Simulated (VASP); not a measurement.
# GaAs (F-43m) in VASP: vibrations by perturbation theory with PBEsol

Aim: the vibrations by perturbation theory of GaAs with PBEsol.

Program: VASP 6.6.1. These are calculated values, not measurements. Logs are shortened: lines on timing, memory, paths and dates and some standing lists are left out, and cuts for length are marked.

## (1) The cell of the first run

The structure is cubic, space group F-43m (No. 216). Conventional cell: a = 5.654 Å, b = 5.654 Å, c = 5.654 Å, α = 90.00°, β = 90.00°, γ = 90.00°. Ga (site symmetry -43m) has 4 As at 2.45 Å within 3.2 Å. As (site symmetry -43m) has 4 Ga at 2.45 Å within 3.2 Å.

## (2) Vibrations by perturbation theory, PBEsol

File INCAR:

```
SYSTEM = GaAs
PREC = Accurate
ENCUT = 520
EDIFF = 1E-8
ISMEAR = 1
SIGMA = 0.02
LREAL = .False.
LASPH = .True.
NELM = 80
ALGO = Normal
ISIF = 2
LWAVE = .False.
LCHARG = .False.
GGA = PS
NBANDS = 16
IBRION = 8
NSW = 1
```

File KPOINTS:

```
Automatic mesh
0
Gamma
  6 6 6
  0 0 0
```

File POSCAR:

```
GaAs
1.0
    0.0000000000      2.8268500000      2.8268500000
    2.8268500000      0.0000000000      2.8268500000
    2.8268500000      2.8268500000      0.0000000000
Ga As
1 1
Direct
    0.0000000000      0.0000000000      0.0000000000
    0.2500000000      0.2500000000      0.2500000000
```

Potentials or basis: VASP PAW PBE potentials, release 64 (Ga_d, As).

Started as:

```
$ cat potpaw_PBE.64/Ga_d/POTCAR potpaw_PBE.64/As/POTCAR > POTCAR
$ mpirun -np 1 vasp_std > vasp.out
```

OUTCAR:

```text
SYSTEM = GaAs
   PREC = Accurate
   ENCUT = 520
   EDIFF = 1E-8
   ISMEAR = 1
   LREAL = .False.
   LASPH = .True.
   NELM = 80
   ISIF = 2
   GGA = PS
   IBRION = 8
   NSW = 1

 ion  position               nearest neighbor table
   1  0.000  0.000  0.000-   2 2.45   2 2.45   2 2.45   2 2.45
   2  0.250  0.250  0.250-   1 2.45   1 2.45   1 2.45   1 2.45

  LATTYP: Found a face centered cubic cell.
 ALAT       =     5.6537000000

  Lattice vectors:

 A1 = (   0.0000000000,   2.8268500000,   2.8268500000)
 A2 = (   2.8268500000,   0.0000000000,   2.8268500000)
 A3 = (   2.8268500000,   2.8268500000,   0.0000000000)

Analysis of symmetry for initial positions (statically):
=====================================================================
 Subroutine PRICEL returns:
 Original cell was already a primitive cell.

 Routine SETGRP: Setting up the symmetry group for a
 face centered cubic supercell.

 Subroutine GETGRP returns: Found 24 space group operations
 (whereof 24 operations were pure point group operations)
 out of a pool of 48 trial point group operations.

The static configuration has the point symmetry T_d .

Analysis of symmetry for dynamics (positions and initial velocities):
=====================================================================
 Subroutine PRICEL returns:
 Original cell was already a primitive cell.

 Routine SETGRP: Setting up the symmetry group for a
 face centered cubic supercell.

 Subroutine GETGRP returns: Found 24 space group operations
 (whereof 24 operations were pure point group operations)
 out of a pool of 48 trial point group operations.

The dynamic configuration has the point symmetry T_d .

 Subroutine INISYM returns: Found 24 space group operations
 (whereof 24 operations are pure point group operations),
 and found     1 'primitive' translations

----------------------------------------------------------------------------------------

                                     Primitive cell

  volume of cell :      45.1792

  direct lattice vectors                    reciprocal lattice vectors
     0.000000000  2.826850000  2.826850000    -0.176875321  0.176875321  0.176875321
     2.826850000  0.000000000  2.826850000     0.176875321 -0.176875321  0.176875321
     2.826850000  2.826850000  0.000000000     0.176875321  0.176875321 -0.176875321

  length of vectors
     3.997769609  3.997769609  3.997769609     0.306357042  0.306357042  0.306357042

  position of ions in fractional coordinates (direct lattice)
     0.000000000  0.000000000  0.000000000
     0.250000000  0.250000000  0.250000000

  ion indices of the primitive-cell ions
   primitive index   ion index
                 1           1
                 2           2

----------------------------------------------------------------------------------------

 KPOINTS: Automatic mesh

Automatic generation of k-mesh.
 Grid dimensions read from file:
 generate k-points for:    6    6    6

 Generating k-lattice:

  Cartesian coordinates                     Fractional coordinates (reciprocal lattice)
    -0.029479220  0.029479220  0.029479220     0.166666667  0.000000000  0.000000000
     0.029479220 -0.029479220  0.029479220     0.000000000  0.166666667  0.000000000
     0.029479220  0.029479220 -0.029479220     0.000000000  0.000000000  0.166666667

  Length of vectors
     0.051059507  0.051059507  0.051059507

  Shift w.r.t. Gamma in fractional coordinates (k-lattice)
     0.000000000  0.000000000  0.000000000

 Subroutine IBZKPT returns following result:
 ===========================================

 Found     16 irreducible k-points:

 Following reciprocal coordinates:
            Coordinates               Weight
  0.000000  0.000000  0.000000      1.000000
  0.166667  0.000000  0.000000      8.000000
  0.333333  0.000000  0.000000      8.000000
  0.500000  0.000000  0.000000      4.000000
  0.166667  0.166667  0.000000      6.000000
  0.333333  0.166667  0.000000     24.000000
[... 8 lines left out ...]
 -0.333333  0.333333  0.166667     24.000000
 -0.333333  0.500000  0.166667     12.000000
   k-points           NKPTS =     16   k-points in BZ     NKDIM =     16   number of bands    NBANDS=     16
   number of dos      NEDOS =    301   number of ions     NIONS =      2
   total plane-waves  NPLWV =  27000
   dimension x,y,z NGX =    30 NGY =   30 NGZ =   30
   dimension x,y,z NGXF=    60 NGYF=   60 NGZF=   60
   ions per type =               1   1
   NGX,Y,Z   is equivalent  to a cutoff of  12.48, 12.48, 12.48 a.u.
   NGXF,Y,Z  is equivalent  to a cutoff of  24.95, 24.95, 24.95 a.u.
 SYSTEM =  GaAs
   PREC   = accura    normal or accurate (medium, high low for compatibility)
   ISTART =      0    job   : 0-new  1-cont  2-samecut
   ICHARG =      2    charge: 1-file 2-atom 10-const
   ISPIN  =      1    spin polarized calculation?
   LNONCOLLINEAR =      F non collinear calculations
   LSORBIT =      F    spin-orbit coupling
   LASPH  =      T    aspherical Exc in radial PAW
   ENCUT  =  520.0 eV  38.22 Ry    6.18 a.u.   7.43  7.43  7.43*2*pi/ulx,y,z
   NELM   =     80;   NELMIN=  2; NELMDL= -5     # of ELM steps
   EDIFF  = 0.1E-07   stopping-criterion for ELM
   LREAL  =      F    real-space projection
   EDIFFG = 0.1E-06   stopping-criterion for IOM
   NSW    =      1    number of steps for IOM
   IBRION =      8    ionic relax: 0-MD 1-quasi-New 2-CG
   NFREE  =      0    steps in history (QN), initial steepest desc. (CG)
   ISIF   =      2    stress and relaxation
   ISYM   =      2    0-nonsym 1-usesym 2-fastsym
   POTIM  = 0.5000    time-step for ionic-motion
   TEBEG  =    0.0;   TEEND  =   0.0 temperature during run
   PSTRESS=    0.0 pullay stress
   NELECT =      18.0000    total number of electrons
   NUPDOWN=      -1.0000    fix difference up-down
   EMIN   =  10.00;   EMAX   =-10.00  energy-range for DOS
   EFERMI =   0.00;   METHOD = LEGACY
   ISMEAR =     1;   SIGMA  =   0.02  broadening in eV -4-tet -1-fermi 0-gaus
   EFERMI_NEDOS =   21; number of points for ismear=-14 and -15
   IALGO  =     38    algorithm
   IMIX   =      4    mixing-type and parameters
     AMIX     =   0.40;   BMIX     =  1.00
     AMIX_MAG =   1.60;   BMIX_MAG =  1.00
  volume/ion in A,a.u.               =      22.59       152.44
  Fermi-wavevector in a.u.,A,eV,Ry     =   1.204628  2.276417 19.743799  1.451128
  Thomas-Fermi vector in A             =   2.340347
   LORBIT       =      0    0 simple, 1 ext, 2 COOP (PROOUT), +10 PAW based schemes
   GGA     = PS    functional components
   LHFCALC =     F    Hartree Fock is set to
   AEXX    =    0.0000 exact exchange contribution
   IVDW    =     0    specifies the selected vdW correction
   LEPSILON=     F    determine dielectric tensor
   LRPA    =     F    only Hartree local field effects (RPA)
 non-spin polarized calculation
 Methfessel and Paxton  Order N= 1 SIGMA  =   0.02
  energy-cutoff  :      520.00
  volume of cell :       45.18
 maximum number of plane-waves:      1243
 NGX is ok and might be reduce to    30
   NGX = 15   NGY = 15   NGZ = 15

--------------------------------------- Ionic step        1  -------------------------------------------

 number of electron      17.9999995 magnetization

 Free energy of the ion-electron system (eV)
  ---------------------------------------------------
  ext. energy  EPLUGINS =         0.00000000
  ---------------------------------------------------
  free energy    TOTEN  =        -9.06591979 eV

  energy without entropy =       -9.06593590  energy(sigma->0) =       -9.06592516

 E-fermi :   3.8308     XC(G=0):  -9.7687

 val. band max:        3.8140099988   @ k =   0.0000   0.0000   0.0000
 cond. band min:       4.2667953694   @ k =   0.0000   0.0000   0.0000
 fundamental gap:      0.4527853706
 Fermi energy:         3.8308470686

 k-point     1 :       0.0000    0.0000    0.0000
  band No.  band energies     occupation
      1     -10.9730      2.00000
      2     -10.9730      2.00000
      3     -10.9730      2.00000
      4     -10.8932      2.00000
      5     -10.8932      2.00000
      6      -8.9392      2.00000
[... 283 lines left out ...]
      5     -10.8861      2.00000
      6      -6.3699      2.00000
[... 8 lines left out ...]
     15      15.9841      0.00000
     16      17.0550      0.00000

------------------------ aborting loop because EDIFF is reached ----------------------------------------

  FORCE on cell =-STRESS in cart. coord.  units (eV):
  Direction    XX          YY          ZZ          XY          YZ          ZX
  --------------------------------------------------------------------------------------
  -------------------------------------------------------------------------------------
  Total        0.0932007      0.0932007      0.0932007      0.0000000      0.0000000     -0.0000000
  in kB        3.3051514      3.3051514      3.3051514      0.0000000      0.0000000     -0.0000000
  external PRESSURE =       3.3051514 kB  Pullay stress =       0.0000000 kB

 VOLUME and BASIS-vectors are now :
 -----------------------------------------------------------------------------
  energy-cutoff  :      520.00
  volume of cell :       45.18
      direct lattice vectors                 reciprocal lattice vectors
     0.000000000  2.826850000  2.826850000    -0.176875321  0.176875321  0.176875321
     2.826850000  0.000000000  2.826850000     0.176875321 -0.176875321  0.176875321
     2.826850000  2.826850000  0.000000000     0.176875321  0.176875321 -0.176875321

 POSITION                                       TOTAL-FORCE (eV/Angst)
 -----------------------------------------------------------------------------------
      0.00000      0.00000      0.00000         0.000000      0.000000      0.000000
      1.41342      1.41342      1.41342        -0.000000     -0.000000     -0.000000
 -----------------------------------------------------------------------------------
    total drift:                               -0.000000     -0.000000      0.000000

  FREE ENERGIE OF THE ION-ELECTRON SYSTEM (eV)
  ---------------------------------------------------
  free  energy   TOTEN  =        -9.0659197900 eV

  energy  without entropy=       -9.0659358953  energy(sigma->0) =       -9.06592516

[... ionic steps 2 to 3 ...]

--------------------------------------- Ionic step        4  -------------------------------------------

------------------------ aborting loop because EDIFF is reached ----------------------------------------

[... ionic steps 5 to 6 ...]

--------------------------------------- Ionic step        7  -------------------------------------------

 Free energy of the ion-electron system (eV)
  ---------------------------------------------------
  ---------------------------------------------------
  free energy    TOTEN  =        -0.04376156 eV

  energy without entropy =       -0.04376156

------------------------ aborting loop because EDIFF is reached ----------------------------------------

 INTERNAL STRAIN TENSOR  FOR ION    2  DIRECTION 1   (eV/Angst):
 -----------------------------------------------------------------------------
     0.01506  0.00000  0.00000
     0.00000 -0.00523 -7.11214
     0.00000 -7.11214 -0.00523

 INTERNAL STRAIN TENSOR FOR ION    2 for displacements in x,y,z  (eV/Angst):
          X           Y           Z          XY          YZ          ZX
  --------------------------------------------------------------------------------
  x     0.00000     0.00000     0.00000     0.00000    -7.11214     0.00000
  y    -0.00000     0.00000    -0.00000     0.00000     0.00000    -7.11214
  z     0.00000     0.00000     0.00000    -7.11214     0.00000     0.00000

 SECOND DERIVATIVES (NOT SYMMETRIZED)
 ------------------------------------
               1X          1Y          1Z          2X          2Y          2Z
  1X    -8.994066    0.000000    0.000000    8.994066    0.000000    0.000000
  1Y     0.000000   -8.994066    0.000000    0.000000    8.994066    0.000000
  1Z     0.000000    0.000000   -8.994066    0.000000    0.000000    8.994066
  2X     9.047754    0.000000    0.000000   -9.047754    0.000000    0.000000
  2Y     0.000000    9.047754    0.000000    0.000000   -9.047754    0.000000
  2Z     0.000000    0.000000    9.047754    0.000000    0.000000   -9.047754

 Eigenvectors and eigenvalues of the dynamical matrix
 ----------------------------------------------------

   1 f  =    7.812898 THz    49.089886 2PiTHz  260.610224 cm-1    32.311535 meV
             X         Y         Z           dx          dy          dz
      0.000000  0.000000  0.000000     0.718669    0.000000    0.000000
      1.413425  1.413425  1.413425    -0.695352    0.000000    0.000000
[... 21 lines left out ...]
   6 f/i=    0.011618 THz     0.073001 2PiTHz    0.387550 cm-1     0.048050 meV
             X         Y         Z           dx          dy          dz
      0.000000  0.000000  0.000000     0.279733    0.285714    0.568887
      1.413425  1.413425  1.413425     0.289113    0.295294    0.587963

--------------------------------------------------------------------------------------------------------

 ELASTIC MODULI CONTR FROM IONIC RELAXATION (kBar)
 Direction    XX          YY          ZZ          XY          YZ          ZX
 --------------------------------------------------------------------------------
 XX          -0.0000     -0.0000     -0.0000     -0.0000     -0.0000     -0.0000
 YY          -0.0000     -0.0000     -0.0000     -0.0000     -0.0000      0.0000
 ZZ          -0.0000     -0.0000     -0.0000     -0.0000     -0.0000     -0.0000
 XY          -0.0000     -0.0000     -0.0000   -196.2201      0.0000      0.0000
 YZ          -0.0000     -0.0000     -0.0000      0.0000   -196.2201      0.0000
 ZX          -0.0000      0.0000     -0.0000      0.0000      0.0000   -196.2201
 --------------------------------------------------------------------------------
```

Run time: 4 min. Hardware: 1 thread of Intel Xeon 8259CL, shared host; peak memory 0.25 GiB.

What came out:

```yaml
Highest_phonon_frequency_at_Γ_LO-TO_splitting_left_out: 261 cm⁻¹
```

Phonon frequencies in cm⁻¹ (negative: imaginary):
```
              q point        frequencies
(0.000, 0.000, 0.000)  0 0 0 261 261 261
```

Caveat: the PAW data sets were made with another functional, which shifts forces and pressure a little.
